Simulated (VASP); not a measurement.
A run of VASP 6.6.1 is set up as follows.

File POSCAR:

```
CsSnI3
1.0
    6.2414907048      0.0000000000      0.0000000000
    0.0000000000      6.2414907048      0.0000000000
    0.0000000000      0.0000000000      6.2414907048
Cs Sn I
1 1 3
Direct
    0.0000000000      0.0000000000      0.0000000000
    0.5000000000      0.5000000000      0.5000000000
    0.5000000000      0.5000000000      0.0000000000
    0.5000000000      0.0000000000      0.5000000000
    0.0000000000      0.5000000000      0.5000000000
```

INCAR.step1

```
  PREC = Accurate
  ENCUT = 520
  ISMEAR = 0
  SIGMA = 0.01
  LREAL = False
  LASPH = True
  NELM = 100
  NBANDS = 30
  GGA = PE
  ALGO = Normal
  EDIFF = 1E-4
  LWAVE = True
  LCHARG = False
```

INCAR.step2

```
  PREC = Accurate
  ENCUT = 520
  EDIFF = 1E-6
  ISMEAR = 0
  SIGMA = 0.01
  LREAL = False
  LASPH = True
  NELM = 100
  ALGO = Normal
  ISIF = 2
  LWAVE = False
  LCHARG = False
  METAGGA = R2SCAN
  LMIXTAU = True
  NBANDS = 30
  ISTART = 1
```

KPOINTS

```
regular mesh
0
Gamma
  4 4 4
```

Potentials or basis: VASP PAW PBE potentials, release 64 (Cs_sv, Sn_d, I).

The run is started by

```console
$ cat potpaw_PBE.64/Cs_sv/POTCAR potpaw_PBE.64/Sn_d/POTCAR potpaw_PBE.64/I/POTCAR > POTCAR
$ cp INCAR.step1 INCAR
$ mpirun -np 1 vasp_std > vasp.out
$ cp INCAR.step2 INCAR
$ mpirun -np 1 vasp_std > vasp.out
```

Task: Predict the pressure.

Result: 0.0 GPa.

Task: Estimate the band gap on the k mesh.

Result: 0.50 eV, direct.

Caveat: the PAW data sets were made with another functional, which shifts forces and pressure a little; spin-orbit coupling is left out, which moves the levels of the heavy elements. A k mesh can miss the band edges.
